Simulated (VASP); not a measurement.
# Sb (P6_3/mmc) in VASP: notebook

The runs below take Sb through single point, relaxation of shape and atoms at fixed volume, with LDA.

All numbers are computed with VASP 6.6.1; they aren't measurements. Logs are shortened: lines on timing, memory, paths and dates and some standing lists are left out, and cuts for length are marked.

### Step 1. The cell of the first run

It takes space group P6_3/mmc (No. 194, hexagonal). The conventional cell has a = 3.167 Å, b = 3.167 Å, c = 5.203 Å, α = 90.00°, β = 90.00°, γ = 120.00°. Sb (site symmetry -6m2) has 12 Sb at 3.17 to 3.18 Å within 4.2 Å.

### Step 2. Single point, LDA (volume scaled by 0.88)

INCAR reads:

```
PREC     = Accurate       # precision mode
ENCUT    = 520            # plane-wave cutoff, eV
EDIFF    = 1E-6           # SCF threshold, eV
ISMEAR   = -1             # smearing method
SIGMA    = 0.05           # smearing width, eV
LREAL    = F              # projectors in reciprocal space
LASPH    = T              # aspherical terms in the spheres
NELM     = 80             # most SCF steps
ALGO     = Normal         # electronic algorithm
ISIF     = 2              # what is computed and relaxed
LWAVE    = F              # write WAVECAR
LCHARG   = F              # write CHGCAR
NBANDS   = 12             # bands
```

KPOINTS reads:

```
Automatic mesh
0
Gamma
  14 14 8
```

POSCAR reads:

```
Sb
1.0
    3.1667352424      0.0000000000      0.0000000000
   -1.5833676212      2.7424731669      0.0000000000
    0.0000000000      0.0000000000      5.2033119504
Sb
2
Direct
    0.3333333333      0.6666666667      0.2500000000
    0.6666666667      0.3333333333      0.7500000000
```

Potentials or basis: VASP PAW LDA potentials, release 64 (Sb).

Run with:

```console
$ cat potpaw_LDA.64/Sb/POTCAR > POTCAR
$ mpirun -np 1 vasp_std > vasp.out
```

OUTCAR:

```text
PREC = Accurate
   ENCUT = 520
   EDIFF = 1E-6
   ISMEAR = -1
   LREAL = F
   LASPH = T
   NELM = 80
   ISIF = 2

 ion  position               nearest neighbor table
   1  0.333  0.667  0.250-   2 3.18   2 3.18   2 3.18   2 3.18   2 3.18   2 3.18
   2  0.667  0.333  0.750-   1 3.18   1 3.18   1 3.18   1 3.18   1 3.18   1 3.18

  LATTYP: Found a hexagonal cell.
 ALAT       =     3.1667352424
 C/A-ratio  =     1.6431155598

  Lattice vectors:

 A1 = (   3.1667352424,   0.0000000000,   0.0000000000)
 A2 = (  -1.5833676212,   2.7424731669,   0.0000000000)
 A3 = (   0.0000000000,   0.0000000000,   5.2033119504)

Analysis of symmetry for initial positions (statically):
=====================================================================
 Subroutine PRICEL returns:
 Original cell was already a primitive cell.

 Routine SETGRP: Setting up the symmetry group for a
 hexagonal supercell.

 Subroutine GETGRP returns: Found 24 space group operations
 (whereof 12 operations were pure point group operations)
 out of a pool of 24 trial point group operations.

The static configuration has the point symmetry D_3d.
 The point group associated with its full space group is D_6h.

Analysis of symmetry for dynamics (positions and initial velocities):
=====================================================================
 Subroutine PRICEL returns:
 Original cell was already a primitive cell.

 Routine SETGRP: Setting up the symmetry group for a
 hexagonal supercell.

 Subroutine GETGRP returns: Found 24 space group operations
 (whereof 12 operations were pure point group operations)
 out of a pool of 24 trial point group operations.

The dynamic configuration has the point symmetry D_3d.
 The point group associated with its full space group is D_6h.

 Subroutine INISYM returns: Found 24 space group operations
 (whereof 12 operations are pure point group operations),
 and found     1 'primitive' translations

----------------------------------------------------------------------------------------

                                     Primitive cell

  volume of cell :      45.1891

  direct lattice vectors                    reciprocal lattice vectors
     3.166735242  0.000000000  0.000000000     0.315782635  0.182317189  0.000000000
    -1.583367621  2.742473167  0.000000000     0.000000000  0.364634379  0.000000000
     0.000000000  0.000000000  5.203311950     0.000000000  0.000000000  0.192185287

  length of vectors
     3.166735242  3.166735242  5.203311950     0.364634379  0.364634379  0.192185287

  position of ions in fractional coordinates (direct lattice)
     0.333333333  0.666666667  0.250000000
     0.666666667  0.333333333  0.750000000

  ion indices of the primitive-cell ions
   primitive index   ion index
                 1           1
                 2           2

----------------------------------------------------------------------------------------

 KPOINTS: Automatic mesh

Automatic generation of k-mesh.
 Grid dimensions read from file:
 generate k-points for:   14   14    8

 Generating k-lattice:

  Cartesian coordinates                     Fractional coordinates (reciprocal lattice)
     0.022555903  0.013022656  0.000000000     0.071428571  0.000000000  0.000000000
     0.000000000  0.026045313  0.000000000     0.000000000  0.071428571  0.000000000
     0.000000000  0.000000000  0.024023161     0.000000000  0.000000000  0.125000000

  Length of vectors
     0.026045313  0.026045313  0.024023161

  Shift w.r.t. Gamma in fractional coordinates (k-lattice)
     0.000000000  0.000000000  0.000000000

 Subroutine IBZKPT returns following result:
 ===========================================

 Found    120 irreducible k-points:

 Following reciprocal coordinates:
            Coordinates               Weight
  0.000000  0.000000  0.000000      1.000000
  0.071429 -0.000000  0.000000      6.000000
  0.142857 -0.000000  0.000000      6.000000
  0.214286 -0.000000  0.000000      6.000000
  0.285714 -0.000000  0.000000      6.000000
  0.357143 -0.000000  0.000000      6.000000
[... 16 lines left out ...]
  0.285714  0.285714  0.000000      6.000000
  0.357143  0.285714  0.000000      6.000000
 [... further k-points ...]
   k-points           NKPTS =    120   k-points in BZ     NKDIM =    120   number of bands    NBANDS=     12
   number of dos      NEDOS =    301   number of ions     NIONS =      2
   total plane-waves  NPLWV =  23040
   dimension x,y,z NGX =    24 NGY =   24 NGZ =   40
   dimension x,y,z NGXF=    48 NGYF=   48 NGZF=   80
   ions per type =               2
   NGX,Y,Z   is equivalent  to a cutoff of  12.60, 12.60, 12.78 a.u.
   NGXF,Y,Z  is equivalent  to a cutoff of  25.20, 25.20, 25.56 a.u.
 SYSTEM =  unknown system
   PREC   = accura    normal or accurate (medium, high low for compatibility)
   ISTART =      0    job   : 0-new  1-cont  2-samecut
   ICHARG =      2    charge: 1-file 2-atom 10-const
[... 26 lines left out ...]
     AMIX_MAG =   1.60;   BMIX_MAG =  1.00
  volume/ion in A,a.u.               =      22.59       152.48
  Fermi-wavevector in a.u.,A,eV,Ry     =   0.990217  1.871238 13.340903  0.980529
  Thomas-Fermi vector in A             =   2.121871
   LORBIT       =      0    0 simple, 1 ext, 2 COOP (PROOUT), +10 PAW based schemes
   GGA     = CA    functional components
   LHFCALC =     F    Hartree Fock is set to
   AEXX    =    0.0000 exact exchange contribution
   IVDW    =     0    specifies the selected vdW correction
   LEPSILON=     F    determine dielectric tensor
   LRPA    =     F    only Hartree local field effects (RPA)
 non-spin polarized calculation
  energy-cutoff  :      520.00
  volume of cell :       45.19
 maximum number of plane-waves:      1236
 NGX is ok and might be reduce to    24
   NGX = 11   NGY = 11   NGZ = 19

 number of electron      10.0000000 magnetization

 number of electron       9.9999999 magnetization

 Free energy of the ion-electron system (eV)
  ---------------------------------------------------
  ext. energy  EPLUGINS =         0.00000000
  ---------------------------------------------------
  free energy    TOTEN  =        -8.93299458 eV

  energy without entropy =       -8.92085450  energy(sigma->0) =       -8.92692454

 E-fermi :  10.9552     XC(G=0): -11.1398

 val. band max:       10.9463136132   @ k =   0.1429   0.0714   0.0000
 cond. band min:      10.9737754325   @ k =   0.2143   0.2143   0.1250
 fundamental gap:      0.0274618193
 Fermi energy:        10.9552000968

 k-point     1 :       0.0000    0.0000    0.0000
  band No.  band energies     occupation
      1      -3.5340      2.00000
      2       1.1780      2.00000
      3       3.9052      2.00000
      4      15.3800      0.00000
      5      15.3800      0.00000
      6      17.3302      0.00000
      7      17.3302      0.00000
      8      17.5373      0.00000
      9      19.4850      0.00000
     10      20.0336      0.00000
     11      21.5015      0.00000
     12      21.5015      0.00000

 k-point     2 :       0.0714   -0.0000    0.0000
  band No.  band energies     occupation
      1      -3.4282      2.00000
      2       1.2746      2.00000
      3       4.0162      2.00000
      4      14.2131      0.00000
      5      14.8970      0.00000
      6      16.7838      0.00000
      7      17.4486      0.00000
      8      17.5377      0.00000
      9      19.6144      0.00000
     10      20.2395      0.00000
     11      21.3598      0.00000
     12      21.3680      0.00000

 k-point     3 :       0.1429   -0.0000    0.0000
  band No.  band energies     occupation
      1      -3.1111      2.00000
      2       1.5625      2.00000
      3       4.3472      2.00000
      4      12.0872      0.00000
      5      14.0046      0.00000
      6      15.4815      0.00000
      7      16.9874      0.00000
      8      17.4767      0.00000
      9      18.2624      0.00000
     10      20.4640      0.00000
     11      21.1528      0.00000
     12      21.6388      0.00000
[... 286 lines left out ...]
 k-point    23 :       0.2857    0.2857    0.0000
  band No.  band energies     occupation
      1       1.2993      2.00000
      2       3.3148      2.00000
      3       6.0802      2.00000
      4       7.2952      2.00000
      5       8.7133      2.00000
      6       9.5646      2.00000
      7      10.4092      1.99996
      8      11.0378      0.32169
      9      14.6014      0.00000
     10      22.4408      0.00000
     11      22.7570      0.00000
     12      23.7302      0.00000

 k-point    24 :       0.3571    0.2857    0.0000
  band No.  band energies     occupation
      1       2.0948      2.00000
      2       2.7564      2.00000
      3       5.6896      2.00000
      4       8.2357      2.00000
      5       8.5388      2.00000
      6       9.4556      2.00000
      7      10.0325      2.00000
      8      10.3298      1.99999
      9      14.3077      0.00000
     10      22.5307      0.00000
     11      24.3792      0.00000
     12      24.3868      0.00000

 [... further k-points ...]

------------------------ aborting loop because EDIFF is reached ----------------------------------------

  FORCE on cell =-STRESS in cart. coord.  units (eV):
  Direction    XX          YY          ZZ          XY          YZ          ZX
  --------------------------------------------------------------------------------------
  -------------------------------------------------------------------------------------
  Total        3.5386455      3.5386455      3.5426086     -0.0000000      0.0000000      0.0000000
  in kB      125.4624127    125.4624127    125.6029246     -0.0000000      0.0000000      0.0000000
  external PRESSURE =     125.5092500 kB  Pullay stress =       0.0000000 kB

 VOLUME and BASIS-vectors are now :
 -----------------------------------------------------------------------------
  energy-cutoff  :      520.00
  volume of cell :       45.19
      direct lattice vectors                 reciprocal lattice vectors
     3.166735242  0.000000000  0.000000000     0.315782635  0.182317189  0.000000000
    -1.583367621  2.742473167  0.000000000     0.000000000  0.364634379  0.000000000
     0.000000000  0.000000000  5.203311950     0.000000000  0.000000000  0.192185287

 POSITION                                       TOTAL-FORCE (eV/Angst)
 -----------------------------------------------------------------------------------
     -0.00000      1.82832      1.30083        -0.000000      0.000000      0.000000
      1.58337      0.91416      3.90248         0.000000     -0.000000      0.000000
 -----------------------------------------------------------------------------------
    total drift:                               -0.000000      0.000000      0.000000

  FREE ENERGIE OF THE ION-ELECTRON SYSTEM (eV)
  ---------------------------------------------------
  free  energy   TOTEN  =        -8.9329945802 eV

  energy  without entropy=       -8.9208545035  energy(sigma->0) =       -8.92692454
```

Run time: 20 s. Hardware: 1 thread of Intel Xeon 6975P-C, shared host; peak memory 0.18 GiB.

What came out:

```yaml
Free_energy: -8.9330 eV
Pressure: 12.6 GPa
Band_gap_on_the_k_mesh: zero (band 5 reaches 16.38 eV, above the bottom of band 6 at 7.27 eV)
```

Caveat: the cell differs from its parent crystal (volume scaled by 0.88); spin-orbit coupling is left out, which moves the levels of the heavy elements.

### Step 3. Single point, LDA

This run uses another cell than the first one, of 25.68 Å³/atom, 1.136 times its volume.

INCAR reads:

```
ALGO = Normal ; EDIFF = 1E-6
ENCUT = 520 ; GGA = CA
ISIF = 2 ; ISMEAR = -1
LASPH = T ; LCHARG = T
LELF = T ; LREAL = F
LVHAR = T ; LWAVE = F
NBANDS = 12 ; NELM = 60
PREC = Accurate ; SIGMA = 0.05
```

KPOINTS reads:

```
k-points
0
Gamma
  14 14 8
```

POSCAR reads:

```
Sb
1.0
    3.3045895964      0.0000000000      0.0000000000
   -1.6522947982      2.8618585396      0.0000000000
    0.0000000000      0.0000000000      5.4298225845
Sb
2
Direct
    0.3333333333      0.6666666667      0.2500000000
    0.6666666667      0.3333333333      0.7500000000
```

Potentials or basis: VASP PAW LDA potentials, release 64 (Sb).

Run with:

```console
$ cat potpaw_LDA.64/Sb/POTCAR > POTCAR
$ mpirun -np 1 vasp_std > vasp.out
```

Run time: 76 s. Hardware: 1 thread of AMD EPYC 7R13, shared host; peak memory 0.17 GiB.

It converged, with:

```
Free energy            : -9.1502 eV
Pressure               : 0.1 GPa
Band gap on the k mesh : zero (band 5 reaches 13.69 eV, above the bottom of band 6 at 5.91 eV)
```

Levels at points of the mesh, in eV from the Fermi level:
| k point | band 2 | band 3 | band 4 | band 5 | band 6 | band 7 | band 8 | band 9 |
| --- | --- | --- | --- | --- | --- | --- | --- | --- |
| (0.00, 0.00, 0.00) | -9.42 | -6.14 | 3.78 | 3.78 | 5.45 | 5.45 | 5.55 | 7.94 |
| (0.50, 0.00, 0.00) | -8.23 | -4.51 | -3.28 | -2.42 | -0.21 | 0.38 | 3.76 | 4.50 |
| (0.00, 0.00, 0.50) | -12.09 | -0.92 | -0.92 | 4.61 | 4.61 | 4.61 | 4.61 | 8.83 |
| (0.50, 0.00, 0.50) | -8.64 | -5.61 | -5.61 | 1.66 | 1.66 | 1.80 | 1.80 | 5.83 |

Caveat: spin-orbit coupling is left out, which moves the levels of the heavy elements.

### Step 4. Relaxation of shape and atoms at fixed volume, LDA

This run uses another cell than the first one, of 11.04 Å³/atom, 0.489 times its volume.

INCAR reads:

```
SYSTEM = Sb
PREC = Accurate
ENCUT = 600
EDIFF = 1E-6
ISMEAR = -1
SIGMA = 0.05
LREAL = .FALSE.
LASPH = .TRUE.
NELM = 100
ALGO = Normal
ISIF = 4
LWAVE = .FALSE.
LCHARG = .FALSE.
IBRION = 2
NSW = 50
EDIFFG = -0.005
```

KPOINTS reads:

```
regular mesh
0
G
  14 14 8
  0 0 0
```

POSCAR reads:

```
Sb
1.0
    2.4942521188      0.0000000000      0.0000000000
   -1.2471260594      2.1600856983      0.0000000000
    0.0000000000      0.0000000000      4.0983444662
Sb
2
Direct
    0.3333333333      0.6666666667      0.2500000000
    0.6666666667      0.3333333333      0.7500000000
```

Run with:

```console
$ cat potpaw_LDA.64/Sb/POTCAR > POTCAR
$ mpirun -np 1 vasp_std > vasp.out
```

It took 98 s on 1 thread of AMD EPYC 7R13, shared host; peak memory 0.12 GiB.

The run converged. Its results:

| Property | Result |
| --- | --- |
| Free energy | 8.8562 eV |
| Energy gained by relaxing | 27.0 meV/atom |
| Ionic steps | 4 |
| Pressure after relaxing | 438.5 GPa |
| Band gap on the k mesh | zero (band 5 reaches 34.33 eV, above the bottom of band 6 at 19.48 eV) |

Step by step:
```tsv
step	energy change (eV)	largest force (eV/Å)	pressure (GPa)	volume (Å³)
1	0.0000	0.0000	439.60	22.08
2	-0.0381	0.0000	438.95	22.08
3	-0.0531	0.0000	438.50	22.08
4	-0.0540	0.0000	438.46	22.08
```

Final structure:
```
Sb
1.0
     2.53832    0.00000    0.00000
    -1.26916    2.19825    0.00000
     0.00000    0.00000    3.95728
Sb
2
Direct
  0.33333 0.66667 0.25000
  0.66667 0.33333 0.75000
```

Levels at points of the mesh, in eV from the Fermi level:
```csv
k point,band 1,band 2,band 3,band 4,band 5,band 6,band 7,band 8,band 9
"(0.00, 0.00, 0.00)",-24.50,-14.15,-11.84,6.63,7.32,7.32,8.76,9.47,9.54
"(0.50, 0.00, 0.00)",-15.32,-15.28,-5.98,-5.41,-2.98,-2.06,-1.28,5.46,6.75
"(0.00, 0.00, 0.50)",-21.72,-21.72,0.41,0.41,6.97,6.97,9.17,9.17,9.17
"(0.50, 0.00, 0.50)",-13.61,-13.61,-11.12,-11.12,2.32,2.32,4.84,4.84,5.83
```

Caveat: spin-orbit coupling is left out, which moves the levels of the heavy elements.

### Step 5. Single point, LDA

This run uses another cell than the first one, of 25.68 Å³/atom, 1.136 times its volume.

INCAR reads:

```
ALGO = Normal
EDIFF = 1E-6
ENCUT = 520
ISIF = 2
ISMEAR = -1
LASPH = True
LCHARG = False
LREAL = False
LWAVE = False
NBANDS = 12
NELM = 80
PREC = Accurate
SIGMA = 0.05
```

KPOINTS reads:

```
k-points
0
Gamma
  21 21 12
```

POSCAR reads:

```
Sb
1.0
    3.3045895964      0.0000000000      0.0000000000
   -1.6522947982      2.8618585396      0.0000000000
    0.0000000000      0.0000000000      5.4298225845
Sb
2
Direct
    0.3333333333      0.6666666667      0.2500000000
    0.6666666667      0.3333333333      0.7500000000
```

Run with:

```console
$ cat potpaw_LDA.64/Sb/POTCAR > POTCAR
$ mpirun -np 1 vasp_std > vasp.out
```

It took 3.5 min on 1 thread of AMD EPYC 7R13, shared host; peak memory 0.26 GiB.

Results (log left out):

* Free energy: -9.1537 eV
* Pressure: 0.1 GPa
* Band gap on the k mesh: zero (band 5 reaches 13.69 eV, above the bottom of band 6 at 5.64 eV)

Stress tensor (GPa, compression positive):
```
 0.23  0.00  0.00
 0.00  0.23  0.00
 0.00  0.00 -0.08
```

Levels at points of the mesh, in eV from the Fermi level:
| k point | band 2 | band 3 | band 4 | band 5 | band 6 | band 7 | band 8 | band 9 |
| --- | --- | --- | --- | --- | --- | --- | --- | --- |
| (0.00, 0.00, 0.00) | -9.41 | -6.13 | 3.78 | 3.78 | 5.46 | 5.46 | 5.55 | 7.94 |
| (0.00, 0.00, 0.50) | -12.08 | -0.92 | -0.92 | 4.62 | 4.62 | 4.62 | 4.62 | 8.83 |

Caveat: spin-orbit coupling is left out, which moves the levels of the heavy elements.

### Step 6. Single point, LDA (volume scaled by 0.5)

INCAR reads:

```
SYSTEM = Sb
PREC = Accurate
ENCUT = 500
EDIFF = 1E-6
ISMEAR = -1
SIGMA = 0.05
LREAL = .FALSE.
LASPH = .TRUE.
NELM = 120
ALGO = Normal
ISIF = 2
LWAVE = .FALSE.
LCHARG = .TRUE.
GGA = CA
LELF = .TRUE.
LVHAR = .TRUE.
NBANDS = 22
GGA_COMPAT = .FALSE.
```

KPOINTS reads:

```
Automatic mesh
0
G
  14 14 8
  0 0 0
```

POSCAR reads:

```
Sb
1.0
    2.6669246315      0.0000000000      0.0000000000
   -1.3334623157      2.3096244809      0.0000000000
    0.0000000000      0.0000000000      4.1683984088
Sb
2
Direct
    0.3333333333      0.6666666667      0.2500000000
    0.6666666667      0.3333333333      0.7500000000
```

Potentials or basis: VASP PAW LDA potentials, release 64 (Sb_d_GW).

Run with:

```console
$ cat potpaw_LDA.64/Sb_d_GW/POTCAR > POTCAR
$ mpirun -np 1 vasp_std > vasp.out
```

Wall time 60 s (1 thread of AMD EPYC 7R13 (Zen 3), shared host); peak memory 0.15 GiB.

The run converged. Its results:

```
Free energy            : 1.0167 eV
Pressure               : 242.2 GPa
Band gap on the k mesh : zero (band 15 reaches 25.78 eV, above the bottom of band 16 at 11.22 eV)
```

Stress tensor (GPa, compression positive):
```
242.44   0.00   0.00
  0.00 242.44   0.00
  0.00   0.00 241.74
```

Levels at points of the mesh, in eV from the Fermi level:
```csv
k point,band 13,band 14,band 15,band 16,band 17,band 18
"(0.00, 0.00, 0.00)",-11.08,6.66,6.66,7.77,9.45,9.75
"(0.50, 0.00, 0.00)",-5.19,-4.82,-3.45,-1.77,-0.75,5.16
"(0.00, 0.00, 0.50)",0.28,0.28,7.97,7.97,8.47,8.47
"(0.50, 0.00, 0.50)",-10.28,-10.28,2.26,2.26,4.89,4.89
```

Caveat: the cell differs from its parent crystal (volume scaled by 0.5); spin-orbit coupling is left out, which moves the levels of the heavy elements.

### Step 7. Overview

| task | potentials or basis | cell | k mesh | cutoff (eV) | second run | gap on the mesh (eV) | pressure (GPa) |
| --- | --- | --- | --- | --- | --- | --- | --- |
| single point | VASP PAW LDA potentials, release 64 (Sb) | a = 3.167, b = 3.167, c = 5.203 Å, angles 90.0, 90.0, 120.0°, 2 atoms | 14 × 14 × 8 | 520 | - | none | 12.6 |
| single point | VASP PAW LDA potentials, release 64 (Sb) | a = 3.305, b = 3.305, c = 5.430 Å, angles 90.0, 90.0, 120.0°, 2 atoms | 14 × 14 × 8 | 520 | - | none | 0.1 |
| relaxation of shape and atoms at fixed volume | VASP PAW LDA potentials, release 64 (Sb) | relaxed from a = 2.494, b = 2.494, c = 4.098 Å, angles 90.0, 90.0, 120.0°, 2 atoms | 14 × 14 × 8 | 600 | - | none | 438.5 |
| single point | VASP PAW LDA potentials, release 64 (Sb) | a = 3.305, b = 3.305, c = 5.430 Å, angles 90.0, 90.0, 120.0°, 2 atoms | 21 × 21 × 12 | 520 | - | none | 0.1 |
| single point | VASP PAW LDA potentials, release 64 (Sb_d_GW) | a = 2.667, b = 2.667, c = 4.168 Å, angles 90.0, 90.0, 120.0°, 2 atoms | 14 × 14 × 8 | 500 | valence_matched | none | 242.2 |

Alike in all rows: level LDA; no spin polarisation; smearing fermi-dirac 0.05 eV.

Caveats: spin-orbit coupling is left out, which moves the levels of the heavy elements.

Absolute energies hang on the potentials; compare differences alone.
